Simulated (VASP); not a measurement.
Wanted: the native input for a VASP 6.6.1 run.

| Property | Result |
| --- | --- |
| Task | single point |
| Functional | PBE |
| Potentials or basis | VASP PAW PBE potentials, release 64 (Dy_3, C), 4f in core |
| Cutoff | 600 eV |
| k mesh | 4 × 4 × 6 |
| Occupations | gaussian, width 0.2 eV |
| Spin | no spin polarisation |
| Dipole correction | no |
| Mended | yes |
| Further INCAR settings | ALGO = Normal; EDIFF = 1e-06; NBANDS = 24 |

The structure of Dy3C lies in POSCAR:

```
Dy3C
1.0
    5.6279234005      0.0000000000      0.0000000000
    0.0000000000      5.6279234005      0.0000000000
    0.0000000000      0.0000000000      3.0658413262
Dy C
3 1
Direct
    0.5000000000      0.0000000000      0.5000000000
    0.0000000000      0.5000000000      0.5000000000
    0.5000000000      0.5000000000      0.5000000000
    0.0000000000      0.0000000000      0.0000000000
```

The cell was built from a structure type or drawn by symmetry, and may not be a known phase.

One way to write it, as run:

INCAR

```
SYSTEM = Dy3C
PREC     = Accurate       ! precision mode
ENCUT    = 600            ! plane-wave cutoff, eV
EDIFF    = 1E-6           ! SCF threshold, eV
ISMEAR   = 0              ! smearing method
SIGMA    = 0.2            ! smearing width, eV
LREAL    = .False.        ! projectors in reciprocal space
LASPH    = .True.         ! aspherical terms in the spheres
NELM     = 200            ! most SCF steps
ALGO     = Normal         ! electronic algorithm
ISIF     = 2              ! what is computed and relaxed
LWAVE    = .False.        ! write WAVECAR
LCHARG   = .True.         ! write CHGCAR
GGA      = PE             ! functional
LELF     = .True.         ! ELF
LVHAR    = .True.       
NBANDS   = 24             ! bands
GGA_COMPAT= .False.      
LMAXMIX  = 6              ! l up to which the mixer works
```

KPOINTS

```
Automatic mesh
0
Gamma
  4 4 6
  0 0 0
```

Potentials or basis: VASP PAW PBE potentials, release 64 (Dy_3, C), 4f in core.

The run is started by

```console
$ cat potpaw_PBE.64/Dy_3/POTCAR potpaw_PBE.64/C/POTCAR > POTCAR
$ mpirun -np 1 vasp_std > vasp.out
```

Results of the run:

The pressure is 0.4 GPa and the band gap on the k mesh is zero (an odd number of electrons rules out a gap without spin polarisation).

Caveat: spin-orbit coupling is left out, which moves the levels of the heavy elements; the 4f electrons are frozen in the core, so they carry no moment and show no levels.

Run time: 38 s on 1 thread of AMD EPYC 9R45 96-Core Processor (Zen 5), on a shared host, peak memory 0.22 GiB.
